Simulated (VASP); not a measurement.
## Pt: single point with PBEsol

Pt:

```xyz
1
Lattice="0.0000 2.0558 2.0068 2.0558 0.0000 2.0068 2.0558 2.0558 0.0000" Properties=species:S:1:pos:R:3 pbc="T T T"
Pt    0.0000    0.0000    0.0000
```

This cell differs from its parent crystal: strain +0.050 along x and y, +0.025 along z.

- Program: VASP 6.6.1
- Task: single point
- Functional: PBEsol
- Potentials or basis: VASP PAW PBE potentials, release 64 (Pt)
- Cutoff: 520 eV
- k mesh: 20 × 20 × 20
- Occupations: gaussian, width 0.15 eV
- Spin: no spin polarisation
- Dipole correction: no
- Further INCAR settings: ALGO = Normal; EDIFF = 1e-07; NBANDS = 11

```yaml
Pressure: -25.2 GPa
Band_gap_on_the_k_mesh: zero (band 5 reaches 9.44 eV, above the bottom of band 6 at 7.57 eV)
```

Stress tensor (GPa, compression positive):
```
-25.57   0.00   0.00
  0.00 -25.57   0.00
  0.00   0.00 -24.32
```

Levels at points of the mesh, in eV from the Fermi level:
```
           k point  band 2  band 3  band 4  band 5  band 6  band 7  band 8  band 9
(0.00, 0.00, 0.00)   -3.21   -3.21   -2.98   -1.48   -1.21   14.88   19.00   19.00
(0.50, 0.00, 0.00)   -3.29   -3.05   -0.07   -0.04    0.08    4.97   14.37   17.84
(0.50, 0.50, 0.00)   -5.50   -0.01    0.39    0.39    2.23    8.01   10.67   10.67
(0.50, 0.00, 0.50)   -5.50    0.00    0.28    0.47    1.81    7.45   11.05   11.14
```

Run time: 120 s on 1 thread of AMD EPYC 7R43 64-Core Processor (Zen 3), on a shared host, peak memory 0.2 GiB.

Caveat: the cell differs from its parent crystal (strain +0.050 along x and y, +0.025 along z); the PAW data sets were made with another functional, which shifts forces and pressure a little; spin-orbit coupling is left out, which moves the levels of the heavy elements.
